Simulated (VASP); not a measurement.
Set up this calculation in VASP 6.6.1, as the native input.

```yaml
Task: single point
Functional: PBEsol
Potentials_or_basis: VASP PAW PBE potentials, release 64 (Ba_sv, Zr_sv, O)
Cutoff: 520 eV
k_mesh: 6 × 6 × 6
Occupations: fermi-dirac, width 0.05 eV
Spin: no spin polarisation
Dipole_correction: no
Further_INCAR_settings: ALGO = Normal; EDIFF = 1e-07; NBANDS = 28
```

The structure of BaZrO3 lies in POSCAR:

```
BaZrO3
1.0
    4.1057784409      0.0000000000      0.0000000000
    0.0000000000      4.1057784409      0.0000000000
    0.0000000000      0.0000000000      4.1057784409
Ba Zr O
1 1 3
Direct
    0.0000000000      0.0000000000      0.0000000000
    0.5000000000      0.5000000000      0.5000000000
    0.5000000000      0.5000000000      0.0000000000
    0.5000000000      0.0000000000      0.5000000000
    0.0000000000      0.5000000000      0.5000000000
```

These files were run (other wordings do the same):

INCAR

```
PREC     = Accurate       # precision mode
ENCUT    = 520            # plane-wave cutoff, eV
EDIFF    = 1E-7           # SCF threshold, eV
ISMEAR   = -1             # smearing method
SIGMA    = 0.05           # smearing width, eV
LREAL    = F              # projectors in reciprocal space
LASPH    = T              # aspherical terms in the spheres
NELM     = 80             # most SCF steps
ALGO     = Normal         # electronic algorithm
ISIF     = 2              # what is computed and relaxed
LWAVE    = F              # write WAVECAR
LCHARG   = F              # write CHGCAR
GGA      = PS             # functional
NBANDS   = 28             # bands
```

KPOINTS

```
Automatic mesh
0
Gamma
  6 6 6
```

Potentials or basis: VASP PAW PBE potentials, release 64 (Ba_sv, Zr_sv, O).

Command:

```bash
$ cat potpaw_PBE.64/Ba_sv/POTCAR potpaw_PBE.64/Zr_sv/POTCAR potpaw_PBE.64/O/POTCAR > POTCAR
$ mpirun -np 1 vasp_std > vasp.out
```

Results of the run:

- Pressure: 11.4 GPa
- Band gap on the k mesh: 3.23 eV (least direct gap 3.36 eV)

Caveat: the cell stands under pressure; the PAW data sets were made with another functional, which shifts forces and pressure a little; spin-orbit coupling is left out, which moves the levels of the heavy elements.

Run time: 61 s on 1 thread of Intel Xeon 8259CL, with other jobs on the host, peak memory 0.2 GiB.
